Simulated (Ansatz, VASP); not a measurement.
**One calculation of Ta, two programs**

```xyz
1
Lattice="-1.6536 1.6536 1.6536 1.6536 -1.6536 1.6536 1.6536 1.6536 -1.6536" Properties=species:S:1:pos:R:3 pbc="T T T"
Ta    0.0000    0.0000    0.0000
```

Alike in both runs: functional r2SCAN; k mesh 20 × 20 × 20; occupations fermi-dirac, width 0.15 eV; no spin polarisation.

Ansatz relaxed the structure, and its values are those at the end. VASP's run is a single point on that final structure, the one shown.

|  | VASP | Ansatz |
| --- | --- | --- |
| version | VASP 6.6.1 | Ansatz 0.2.0 |
| potentials or method | VASP PAW PBE potentials, release 64 (Ta_pv), cutoff 520 eV | scalar-relativistic, plane waves, PAW |
| valence electrons in the cell | 11 | 13 |

Ansatz gave:

```
gap on the k mesh at the Fermi level (eV) : none
pressure (GPa)                            : 0.0
```

Which values does VASP return?

gap on the k mesh at the Fermi level (eV): none; pressure (GPa): 0.6.

VASP's potentials were made for PBE, not for r2SCAN. A gap of «none» marks a metal or a gap that the smearing closes. VASP's potentials hold 11 valence electrons a cell and Ansatz's 13, so a difference there can come from the potentials and not from the codes.

Neither program's run includes spin-orbit coupling.
